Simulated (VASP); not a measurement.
# AlB2As3 (P3m1) in VASP: further runs

AlB2As3 is run at these levels: PBE; tasks: single point.

All numbers are computed with VASP 6.6.1; they aren't measurements. Logs are shortened: lines on timing, memory, paths and dates and some standing lists are left out, and cuts for length are marked.

**1. The cell of the first run**

It takes space group P3m1 (No. 156, trigonal). Conventional cell: a = 3.644 Å, b = 3.644 Å, c = 8.927 Å, α = 90.00°, β = 90.00°, γ = 120.00°. Al (site symmetry 3m) has 4 As at 2.23 Å within 3.0 Å. Within 3.0 Å of B (site symmetry 3m) lie 4 As at 2.23 Å. B (site symmetry 3m) has 4 As at 2.23 Å within 3.0 Å. Within 3.0 Å of As (site symmetry 3m) lie 3 B at 2.23 Å and 1 Al at 2.23 Å. As (site symmetry 3m) has 3 Al at 2.23 Å and 1 B at 2.23 Å within 3.0 Å. Within 3.0 Å of As (site symmetry 3m) lie 4 B at 2.23 Å.

**2. Single point, PBE**

Input file INCAR:

```
SYSTEM = AlB2As3
ALGO = Normal
EDIFF = 1E-7
ENCUT = 520
GGA = PE
ISIF = 2
ISMEAR = 0
LASPH = .True.
LCHARG = .False.
LREAL = .False.
LWAVE = .False.
NBANDS = 21
NELM = 80
PREC = Accurate
SIGMA = 0.1
```

Input file KPOINTS:

```
k-points
0
Gamma
  6 6 2
  0 0 0
```

Input file POSCAR:

```
AlB2As3
1.0
    3.6442420500      0.0000000000      0.0000000000
   -1.8221210300      3.1560061900      0.0000000000
    0.0000000000      0.0000000000      8.9265335300
Al B As
1 2 3
Direct
    0.3333333300      0.6666666700      0.6666666700
    0.0000000000      0.0000000000      0.0000000000
    0.6666666700      0.3333333300      0.3333333300
    0.3333333300      0.6666666700      0.9166666700
    0.6666666700      0.3333333300      0.5833333300
    0.0000000000      0.0000000000      0.2500000000
```

Potentials or basis: VASP PAW PBE potentials, release 64 (Al, B, As).

Launch:

```
> cat potpaw_PBE.64/Al/POTCAR potpaw_PBE.64/B/POTCAR potpaw_PBE.64/As/POTCAR > POTCAR
> mpirun -np 1 vasp_std > vasp.out
```

OUTCAR:

```text
SYSTEM = AlB2As3
   EDIFF = 1E-7
   ENCUT = 520
   GGA = PE
   ISIF = 2
   ISMEAR = 0
   LASPH = .True.
   LREAL = .False.
   NELM = 80
   PREC = Accurate

 ion  position               nearest neighbor table
   1  0.333  0.667  0.667-   5 2.23   5 2.23   4 2.23   5 2.23
   2  0.000  0.000  0.000-   4 2.23   4 2.23   4 2.23   6 2.23
   3  0.667  0.333  0.333-   6 2.23   6 2.23   6 2.23   5 2.23
   4  0.333  0.667  0.917-   2 2.23   2 2.23   2 2.23   1 2.23
   5  0.667  0.333  0.583-   1 2.23   1 2.23   3 2.23   1 2.23
   6  0.000  0.000  0.250-   3 2.23   3 2.23   3 2.23   2 2.23

  LATTYP: Found a hexagonal cell.
 ALAT       =     3.6442420500
 C/A-ratio  =     2.4494897451

  Lattice vectors:

 A1 = (   3.6442420500,   0.0000000000,   0.0000000000)
 A2 = (  -1.8221210300,   3.1560061900,   0.0000000000)
 A3 = (   0.0000000000,   0.0000000000,   8.9265335300)

Analysis of symmetry for initial positions (statically):
=====================================================================
 Subroutine PRICEL returns:
 Original cell was already a primitive cell.

 Routine SETGRP: Setting up the symmetry group for a
 hexagonal supercell.

 Subroutine GETGRP returns: Found  6 space group operations
 (whereof  6 operations were pure point group operations)
 out of a pool of 24 trial point group operations.

The static configuration has the point symmetry C_3v.

Analysis of symmetry for dynamics (positions and initial velocities):
=====================================================================
 Subroutine PRICEL returns:
 Original cell was already a primitive cell.

 Routine SETGRP: Setting up the symmetry group for a
 hexagonal supercell.

 Subroutine GETGRP returns: Found  6 space group operations
 (whereof  6 operations were pure point group operations)
 out of a pool of 24 trial point group operations.

The dynamic configuration has the point symmetry C_3v.

 Subroutine INISYM returns: Found  6 space group operations
 (whereof  6 operations are pure point group operations),
 and found     1 'primitive' translations

----------------------------------------------------------------------------------------

                                     Primitive cell

  volume of cell :     102.6663

  direct lattice vectors                    reciprocal lattice vectors
     3.644242050  0.000000000  0.000000000     0.274405483  0.158428080  0.000000000
    -1.822121030  3.156006190  0.000000000     0.000000000  0.316856159  0.000000000
     0.000000000  0.000000000  8.926533530     0.000000000  0.000000000  0.112025569

  length of vectors
     3.644242050  3.644242050  8.926533530     0.316856159  0.316856159  0.112025569

  position of ions in fractional coordinates (direct lattice)
     0.333333330  0.666666670  0.666666670
     0.000000000  0.000000000  0.000000000
     0.666666670  0.333333330  0.333333330
     0.333333330  0.666666670  0.916666670
     0.666666670  0.333333330  0.583333330
     0.000000000  0.000000000  0.250000000

  ion indices of the primitive-cell ions
   primitive index   ion index
                 1           1
                 2           2
                 3           3
                 4           4
                 5           5
                 6           6

----------------------------------------------------------------------------------------

 KPOINTS: k-points

Automatic generation of k-mesh.
 Grid dimensions read from file:
 generate k-points for:    6    6    2

 Generating k-lattice:

  Cartesian coordinates                     Fractional coordinates (reciprocal lattice)
     0.045734247  0.026404680  0.000000000     0.166666667  0.000000000  0.000000000
     0.000000000  0.052809360  0.000000000     0.000000000  0.166666667  0.000000000
     0.000000000  0.000000000  0.056012785     0.000000000  0.000000000  0.500000000

  Length of vectors
     0.052809360  0.052809360  0.056012785

  Shift w.r.t. Gamma in fractional coordinates (k-lattice)
     0.000000000  0.000000000  0.000000000

 Subroutine IBZKPT returns following result:
 ===========================================

 Found     14 irreducible k-points:

 Following reciprocal coordinates:
            Coordinates               Weight
  0.000000  0.000000  0.000000      1.000000
  0.166667  0.000000  0.000000      6.000000
  0.333333 -0.000000  0.000000      6.000000
  0.500000  0.000000  0.000000      3.000000
  0.166667  0.166667  0.000000      6.000000
  0.333333  0.166667  0.000000     12.000000
  0.333333  0.333333  0.000000      2.000000
  0.000000  0.000000  0.500000      1.000000
  0.166667  0.000000  0.500000      6.000000
  0.333333 -0.000000  0.500000      6.000000
  0.500000  0.000000  0.500000      3.000000
  0.166667  0.166667  0.500000      6.000000
  0.333333  0.166667  0.500000     12.000000
  0.333333  0.333333  0.500000      2.000000
   k-points           NKPTS =     14   k-points in BZ     NKDIM =     14   number of bands    NBANDS=     21
   number of dos      NEDOS =    301   number of ions     NIONS =      6
   total plane-waves  NPLWV =  54880
   dimension x,y,z NGX =    28 NGY =   28 NGZ =   70
   dimension x,y,z NGXF=    56 NGYF=   56 NGZF=  140
   ions per type =               1   2   3
   NGX,Y,Z   is equivalent  to a cutoff of  12.77, 12.77, 13.04 a.u.
   NGXF,Y,Z  is equivalent  to a cutoff of  25.55, 25.55, 26.07 a.u.
 SYSTEM =  AlB2As3
   PREC   = accura    normal or accurate (medium, high low for compatibility)
   ISTART =      0    job   : 0-new  1-cont  2-samecut
   ICHARG =      2    charge: 1-file 2-atom 10-const
   ISPIN  =      1    spin polarized calculation?
   LNONCOLLINEAR =      F non collinear calculations
   LSORBIT =      F    spin-orbit coupling
   LASPH  =      T    aspherical Exc in radial PAW
   ENCUT  =  520.0 eV  38.22 Ry    6.18 a.u.   6.78  6.78 16.60*2*pi/ulx,y,z
   NELM   =     80;   NELMIN=  2; NELMDL= -5     # of ELM steps
   EDIFF  = 0.1E-06   stopping-criterion for ELM
   LREAL  =      F    real-space projection
   EDIFFG = 0.1E-05   stopping-criterion for IOM
   NSW    =      0    number of steps for IOM
   IBRION =     -1    ionic relax: 0-MD 1-quasi-New 2-CG
   NFREE  =      0    steps in history (QN), initial steepest desc. (CG)
   ISIF   =      2    stress and relaxation
   ISYM   =      2    0-nonsym 1-usesym 2-fastsym
   POTIM  = 0.5000    time-step for ionic-motion
   TEBEG  =    0.0;   TEEND  =   0.0 temperature during run
   PSTRESS=    0.0 pullay stress
   NELECT =      24.0000    total number of electrons
   NUPDOWN=      -1.0000    fix difference up-down
   EMIN   =  10.00;   EMAX   =-10.00  energy-range for DOS
   EFERMI =   0.00;   METHOD = LEGACY
   ISMEAR =     0;   SIGMA  =   0.10  broadening in eV -4-tet -1-fermi 0-gaus
   EFERMI_NEDOS =   21; number of points for ismear=-14 and -15
   IALGO  =     38    algorithm
   IMIX   =      4    mixing-type and parameters
     AMIX     =   0.40;   BMIX     =  1.00
     AMIX_MAG =   1.60;   BMIX_MAG =  1.00
  volume/ion in A,a.u.               =      17.11       115.47
  Fermi-wavevector in a.u.,A,eV,Ry     =   1.008485  1.905760 13.837686  1.017041
  Thomas-Fermi vector in A             =   2.141354
   LORBIT       =      0    0 simple, 1 ext, 2 COOP (PROOUT), +10 PAW based schemes
   GGA     = PE    functional components
   LHFCALC =     F    Hartree Fock is set to
   AEXX    =    0.0000 exact exchange contribution
   IVDW    =     0    specifies the selected vdW correction
   LEPSILON=     F    determine dielectric tensor
   LRPA    =     F    only Hartree local field effects (RPA)
 non-spin polarized calculation
 Gauss-broadening in eV      SIGMA  =   0.10
  energy-cutoff  :      520.00
  volume of cell :      102.67
 maximum number of plane-waves:      2793
 NGX is ok and might be reduce to    28
   NGX = 13   NGY = 13   NGZ = 33

 number of electron      23.9999999 magnetization

 Free energy of the ion-electron system (eV)
  ---------------------------------------------------
  ext. energy  EPLUGINS =         0.00000000
  ---------------------------------------------------
  free energy    TOTEN  =       -29.93296347 eV

  energy without entropy =      -29.93296347  energy(sigma->0) =      -29.93296347

 E-fermi :   5.3471     XC(G=0):  -9.8130

 val. band max:        4.8668565299   @ k =   0.0000   0.0000   0.0000
 cond. band min:       6.0957634548   @ k =   0.5000   0.0000   0.0000
 fundamental gap:      1.2289069249
 Fermi energy:         5.3470820311

 k-point     1 :       0.0000    0.0000    0.0000
  band No.  band energies     occupation
      1      -8.8370      2.00000
      2      -7.5160      2.00000
      3      -7.4037      2.00000
      4      -1.0543      2.00000
      5      -0.7705      2.00000
      6       3.5955      2.00000
[... 13 lines left out ...]
     20       9.1589      0.00000
     21      10.0396      0.00000

 k-point     2 :       0.1667    0.0000    0.0000
  band No.  band energies     occupation
      1      -8.5102      2.00000
      2      -7.2301      2.00000
      3      -7.1070      2.00000
      4      -0.9959      2.00000
      5      -0.6420      2.00000
      6       1.6296      2.00000
[... 13 lines left out ...]
     20       9.9496      0.00000
     21      10.5713      0.00000

 k-point     3 :       0.3333   -0.0000    0.0000
  band No.  band energies     occupation
      1      -7.6047      2.00000
      2      -6.5578      2.00000
      3      -6.3321      2.00000
      4      -1.7556      2.00000
      5      -1.3143      2.00000
      6      -0.2214      2.00000
[... 13 lines left out ...]
     20      10.9863      0.00000
     21      11.1820      0.00000
[... 217 lines left out ...]
 k-point    13 :       0.3333    0.1667    0.5000
  band No.  band energies     occupation
      1      -6.7296      2.00000
      2      -6.4683      2.00000
      3      -5.7060      2.00000
      4      -2.1814      2.00000
      5      -1.8879      2.00000
      6      -1.0765      2.00000
[... 13 lines left out ...]
     20      11.0881      0.00000
     21      11.8245      0.00000

 k-point    14 :       0.3333    0.3333    0.5000
  band No.  band energies     occupation
      1      -6.1730      2.00000
      2      -6.0284      2.00000
      3      -5.7948      2.00000
      4      -2.2418      2.00000
      5      -2.1481      2.00000
      6      -1.3495      2.00000
[... 13 lines left out ...]
     20      11.3525      0.00000
     21      11.7622      0.00000

------------------------ aborting loop because EDIFF is reached ----------------------------------------

  FORCE on cell =-STRESS in cart. coord.  units (eV):
  Direction    XX          YY          ZZ          XY          YZ          ZX
  --------------------------------------------------------------------------------------
  -------------------------------------------------------------------------------------
  Total        1.9010739      1.9010739      1.9491828     -0.0000000      0.0000000      0.0000000
  in kB       29.6675500     29.6675499     30.4183222     -0.0000000      0.0000000      0.0000000
  external PRESSURE =      29.9178074 kB  Pullay stress =       0.0000000 kB

 VOLUME and BASIS-vectors are now :
 -----------------------------------------------------------------------------
  energy-cutoff  :      520.00
  volume of cell :      102.67
      direct lattice vectors                 reciprocal lattice vectors
     3.644242050  0.000000000  0.000000000     0.274405483  0.158428080  0.000000000
    -1.822121030  3.156006190  0.000000000     0.000000000  0.316856159  0.000000000
     0.000000000  0.000000000  8.926533530     0.000000000  0.000000000  0.112025569

 POSITION                                       TOTAL-FORCE (eV/Angst)
 -----------------------------------------------------------------------------------
     -0.00000      2.10400      5.95102         0.000000      0.000000     -0.490819
      0.00000      0.00000      0.00000        -0.000000     -0.000000      0.399047
      1.82212      1.05200      2.97551        -0.000000      0.000000     -0.244506
     -0.00000      2.10400      8.18266        -0.000000      0.000000      3.831524
      1.82212      1.05200      5.20714         0.000000     -0.000000     -3.432407
      0.00000      0.00000      2.23163         0.000000     -0.000000     -0.062840
 -----------------------------------------------------------------------------------
    total drift:                               -0.000002      0.000001     -0.000026

  FREE ENERGIE OF THE ION-ELECTRON SYSTEM (eV)
  ---------------------------------------------------
  free  energy   TOTEN  =       -29.9329634688 eV

  energy  without entropy=      -29.9329634688  energy(sigma->0) =      -29.93296347
```

Wall time 61 s (1 thread of AMD EPYC 7R13, shared host); peak memory 0.2 GiB.

Results:

```
Free energy            : -29.9330 eV
Pressure               : 3.0 GPa
Largest force          : 3.832 eV/Å
Band gap on the k mesh : 1.23 eV (least direct gap 1.60 eV)
```

Forces on the atoms (eV/Å):
```
Al   0.000  0.000 -0.491
B    0.000  0.000  0.399
B    0.000  0.000 -0.245
As   0.000  0.000  3.832
As   0.000  0.000 -3.432
As   0.000  0.000 -0.063
```

Stress tensor (GPa, compression positive):
```
2.97 0.00 0.00
0.00 2.97 0.00
0.00 0.00 3.04
```

Caveat: forces of over 1 eV/Å act on the atoms, so gaps and moduli don't describe the material at rest. A k mesh can miss the band edges.

**3. Single point, PBE**

This run uses another cell than the first one, of 16.94 Å³/atom.

Input file INCAR:

```
PREC = Accurate
ENCUT = 520
EDIFF = 1E-6
ISMEAR = 0
SIGMA = 0.1
LREAL = F
LASPH = T
NELM = 60
ALGO = Normal
ISIF = 2
LWAVE = F
LCHARG = T
GGA = PE
LELF = T
LVHAR = T
NBANDS = 21
```

Input file KPOINTS:

```
Automatic mesh
0
Gamma
  6 6 2
```

Input file POSCAR:

```
AlB2As3
1.0
    3.6011252786      0.0000000029      0.0000000000
   -1.8005626418      3.1186659721      0.0000000000
    0.0000000000      0.0000000000      9.0478737070
Al B As
1 2 3
Direct
    0.3333333333      0.6666666667      0.6689842086
    0.0000000000      0.0000000000      0.0180415038
    0.6666666667      0.3333333333      0.3203464379
    0.3333333333      0.6666666667      0.9440214852
    0.6666666667      0.3333333333      0.5506370756
    0.0000000000      0.0000000000      0.2479692890
```

Potentials or basis: VASP PAW PBE potentials, release 64 (Al, B, As).

Launch:

```
> cat potpaw_PBE.64/Al/POTCAR potpaw_PBE.64/B/POTCAR potpaw_PBE.64/As/POTCAR > POTCAR
> mpirun -np 1 vasp_std > vasp.out
```

Run time: 74 s. Hardware: 1 thread of AMD EPYC 7R13, shared host; peak memory 0.19 GiB.

It converged, with:

| Quantity | Value |
| --- | --- |
| Free energy | -30.9382 eV |
| Pressure | 0.3 GPa |
| Largest force | 0.050 eV/Å |
| Band gap on the k mesh | 0.37 eV (least direct gap 0.73 eV) |

Forces in eV/Å, atoms in the order of the input:
```
Al   0.000  0.000  0.050
B    0.000  0.000 -0.037
B    0.000  0.000 -0.028
As   0.000  0.000 -0.021
As   0.000  0.000  0.013
As   0.000  0.000  0.022
```

Levels at points of the mesh, in eV from the valence-band top:
| k point | band 8 | band 9 | band 10 | band 11 | band 12 | band 13 | band 14 | band 15 | band 16 | band 17 |
| --- | --- | --- | --- | --- | --- | --- | --- | --- | --- | --- |
| (0.00, 0.00, 0.00) | -1.70 | -1.70 | -1.01 | 0.00 | 0.00 | 0.73 | 1.08 | 1.96 | 2.47 | 2.47 |
| (0.50, 0.00, 0.00) | -4.28 | -4.04 | -3.55 | -3.17 | -1.69 | 0.37 | 0.72 | 1.68 | 2.78 | 3.29 |
| (0.00, 0.00, 0.50) | -2.50 | -1.64 | -1.64 | -0.12 | -0.12 | 0.72 | 1.30 | 2.76 | 2.76 | 2.76 |
| (0.50, 0.00, 0.50) | -4.81 | -4.26 | -3.32 | -2.31 | -1.51 | 0.72 | 0.90 | 1.59 | 2.51 | 3.17 |

Caveat: semilocal functionals underestimate gaps, and a narrow one can read as zero.
